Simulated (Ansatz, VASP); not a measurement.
This is a calculation of KCl for Ansatz 0.2.0.

File input.yaml:

```yaml
crystal:
  lattice:
    - [3.8897175305, 0.0, 0.0]
    - [0.0, 3.8897175305, 0.0]
    - [0.0, 0.0, 3.8897175305]
  atoms:
    - { symbol: K, position: [0.0, 0.0, 0.0] }
    - { symbol: Cl, position: [0.5, 0.5, 0.5] }
kpoints:
  mp_grid: { grid: [7, 7, 7] }
scf:
  occupations: { method: fermi_dirac, width: 0.05 }
hamiltonian:
  xc: lda
  pseudopotentials: { kind: all_electron, lapw: { basis_error: 0.001 } }
output:
  forces: true
  stress: true
  eigenvalues: true
```

Potentials or basis: all-electron LAPW, scalar-relativistic.

Run with:

```sh
$ ansatz run input.yaml --threads 1 --pin off --max-ram 3072MiB --backend cpu --events-out ev --progress --plain --runs-dir out
```

Task: Translate it to VASP 6.6.1. Potentials there: VASP PAW LDA potentials, release 64 (K_sv, Cl).

Result: As run (the cutoff follows the program's own potentials):

File INCAR:

```
PREC = Accurate
ENCUT = 520
EDIFF = 1E-7
ISMEAR = -1
SIGMA = 0.05
LREAL = F
LASPH = T
NELM = 100
ALGO = Normal
ISIF = 2
LWAVE = F
LCHARG = F
GGA = CA
NBANDS = 15
```

File KPOINTS:

```
Automatic mesh
0
Gamma
  7 7 7
```

Contents of POSCAR:

```
KCl
1.0
    3.8897175305      0.0000000000      0.0000000000
    0.0000000000      3.8897175305      0.0000000000
    0.0000000000      0.0000000000      3.8897175305
K Cl
1 1
Direct
    0.0000000000      0.0000000000      0.0000000000
    0.5000000000      0.5000000000      0.5000000000
```

Potentials or basis: VASP PAW LDA potentials, release 64 (K_sv, Cl).

Launch:

```sh
$ cat potpaw_LDA.64/K_sv/POTCAR potpaw_LDA.64/Cl/POTCAR > POTCAR
$ mpirun -np 1 vasp_std > vasp.out
```

Both were run:

|  | VASP | Ansatz | Ansatz less VASP |
| --- | --- | --- | --- |
| gap on the k mesh at the Fermi level (eV) | 4.24 | 4.23 | -0.005 |
| least direct gap on the mesh (eV) | 4.42 | 4.42 | -0.006 |
| pressure (GPa) | -3.5 | -3.5 | -0.01 |

LDA's correlation is that of Perdew and Zunger in VASP and of Perdew and Wang (1992) in Ansatz. Ansatz ran all-electron here, and VASP with PAW potentials.
